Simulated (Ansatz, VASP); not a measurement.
## K2ScZnC6N6 in VASP and in Ansatz

```
K Sc Zn C N
1.0
     0.00000    5.60547    5.60547
     5.60547    0.00000    5.60547
     5.60547    5.60547    0.00000
K Sc Zn C N
2 1 1 6 6
Direct
  0.25000 0.25000 0.25000
  0.75000 0.75000 0.75000
  0.00000 0.00000 0.00000
  0.50000 0.50000 0.50000
  0.79449 0.20551 0.20551
  0.20551 0.79449 0.20551
  0.20551 0.20551 0.79449
  0.20551 0.79449 0.79449
  0.79449 0.20551 0.79449
  0.79449 0.79449 0.20551
  0.68975 0.31025 0.31025
  0.31025 0.68975 0.31025
  0.31025 0.31025 0.68975
  0.31025 0.68975 0.68975
  0.68975 0.31025 0.68975
  0.68975 0.68975 0.31025
```

Alike in both runs: functional PBE; k mesh 4 × 4 × 4; occupations gaussian, width 0.1 eV; no spin polarisation.

Ansatz relaxed the structure, and its values are those at the end. VASP's run is a single point on that final structure, the one shown.

```csv
,VASP,Ansatz
version,VASP 6.6.1,Ansatz 0.2.0
potentials or method,"VASP PAW PBE potentials, release 64 (K_sv, Sc_sv, Zn, C, N), cutoff 520 eV","scalar-relativistic, plane waves, PAW"
valence electrons in the cell,95,95
```

Ansatz gave:

* gap on the k mesh at the Fermi level (eV): none
* pressure (GPa): 0.2
* rms of the force components (eV/Å): 0.005

Problem. Which values does VASP return?

Solution. gap on the k mesh at the Fermi level (eV): none; pressure (GPa): 0.6; rms of the force components (eV/Å): 0.177.

A gap of «none» marks a metal or a gap that the smearing closes. One of these differences is far larger than is usual between the two programs; its cause wasn't traced. With one functional, cell and mesh, what is left measures potentials, basis and numerics.

Noted on VASP's run: the standard files for N, O and F lose accuracy on very short bonds.
